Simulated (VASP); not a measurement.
ReP2, 3 atoms in the cell. The structure is hexagonal, space group P6/mmm (No. 191). Conventional cell: a = 2.654 Å, b = 2.654 Å, c = 7.462 Å, α = 90.00°, β = 90.00°, γ = 120.00°. Re (site symmetry 6/mmm) has 2 P at 2.50 Å and 6 Re at 2.65 Å within 3.3 Å. P (site symmetry 6mm) has 7 P at 2.46 to 2.65 Å and 1 Re at 2.50 Å within 3.2 Å. The cell was generated, and may not be a known phase.

- Program: VASP 6.6.1
- Task: single point
- Functional: PBE
- Potentials or basis: VASP PAW PBE potentials, release 64 (Re, P)
- Cutoff: 520 eV
- k mesh: 18 × 18 × 6
- Occupations: gaussian, width 0.1 eV
- Spin: no spin polarisation
- Dipole correction: no
- Further INCAR settings: ALGO = Normal; EDIFF = 1e-06; NBANDS = 16

Potentials or basis: VASP PAW PBE potentials, release 64 (Re, P).

Command:

```console
$ cat potpaw_PBE.64/Re/POTCAR potpaw_PBE.64/P/POTCAR > POTCAR
$ mpirun -np 1 vasp_std > vasp.out
```

Hardware: 1 thread of Intel(R) Xeon(R) Platinum 8488C (Sapphire Rapids), on a shared host.

Estimate the wall time of this run.

Wall time 72 s on 1 thread of Intel(R) Xeon(R) Platinum 8488C (Sapphire Rapids), with other jobs on the host, peak memory 0.23 GiB. Counts: scf iterations 13, k points 148.
